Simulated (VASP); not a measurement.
Runs of VASP 6.6.1 on RbP2SF. Symmetry: P2_1/m, No. 11, monoclinic system. The conventional cell has a = 5.169 Å, b = 6.277 Å, c = 7.640 Å, α = 90.00°, β = 106.88°, γ = 90.00°. F (site symmetry m) has 1 S at 1.73 Å within 2.3 Å. Within 2.2 Å of P (site symmetry 1) lie 1 S at 1.64 Å. S (site symmetry m) has 2 P at 1.64 Å and 1 F at 1.73 Å within 2.2 Å. Rb (site symmetry m) has 6 P at 3.15 to 3.27 Å and 3 F at 3.19 to 3.44 Å and 7 S at 3.98 to 4.35 Å within 4.4 Å. 

| level | k mesh | smearing | gap on the mesh (eV) | pressure (GPa) | largest force (eV/Å) |
| --- | --- | --- | --- | --- | --- |
| PBEsol | 3 × 3 × 4 | fermi-dirac 0.0207 eV | none | (a) | 23.05 |
| PBE | 3 × 3 × 4, shifted | fermi-dirac 0.0207 eV | none | 33.4 | 23.02 |
| PBE | 3 × 3 × 4 | fermi-dirac 0.0207 eV | none | 33.5 | 23.18 |
| PBE | 3 × 3 × 4 | tetrahedron | none | 33.5 | 23.37 |

Alike in all rows: task single point; potentials or basis VASP PAW PBE potentials, release 64 (F, P, S, Rb_sv); no spin polarisation; cell as given; cutoff (eV) 520.

Task: Estimate the missing entries.

Result: (a) 31.6.

Caveats: the cell stands under pressure; forces of over 1 eV/Å act on the atoms, so gaps and moduli don't describe the material at rest (at least some runs); the PAW data sets were made with another functional, which shifts forces and pressure a little (at least some runs); tetrahedron occupations give inexact forces and stress in metals (at least some runs).

A k mesh can miss the band edges, and the runs leave out spin-orbit coupling on Rb.

A gap of «none» marks levels without a gap at the run's occupations.
